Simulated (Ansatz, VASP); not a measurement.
One calculation of AgCl, two programs

```
CELL_PARAMETERS angstrom
0.00000 2.73500 2.73500
2.73500 0.00000 2.73500
2.73500 2.73500 0.00000
ATOMIC_POSITIONS crystal
Ag 0.95500 0.95500 0.04500
Cl 0.54500 0.54500 0.45500
```

Change from the starting cell: shortest bond scaled by 0.82, PAW files.

Alike in both runs: task electric field gradients; functional LDA; k mesh 7 × 7 × 7; occupations fermi-dirac, width 0.03 eV; no spin polarisation.

|  | VASP | Ansatz |
| --- | --- | --- |
| version | VASP 6.6.1 | Ansatz 0.2.0 |
| potentials or method | VASP PAW LDA potentials, release 64 (Ag, Cl) | PAW with Ansatz's default frozen-core files, scalar-relativistic |
| plane-wave cutoff (eV) | 520 | 420 |
| valence electrons in the cell | 18 | 26 |

|  | VASP | Ansatz | Ansatz less VASP |
| --- | --- | --- | --- |
| pressure (GPa) | 2.3 | 2.4 | +0.01 |
| traceless stress, the component that is largest in VASP (GPa) | 11.56 | 11.52 | -0.035 |
| rms of the force components (eV/Å) | 1.080 | 1.075 | -0.0049 |
| size of Vzz on the site where it differs most (V/Å²) | 102.4 | 67.1 | -35.28 |

LDA's correlation is that of Perdew and Zunger in VASP and of Perdew and Wang (1992) in Ansatz. Atom by atom the forces differ by 0.005 eV/Å (rms over components). VASP's potentials hold 18 valence electrons a cell and Ansatz's 26, so a difference there can come from the potentials and not from the codes.
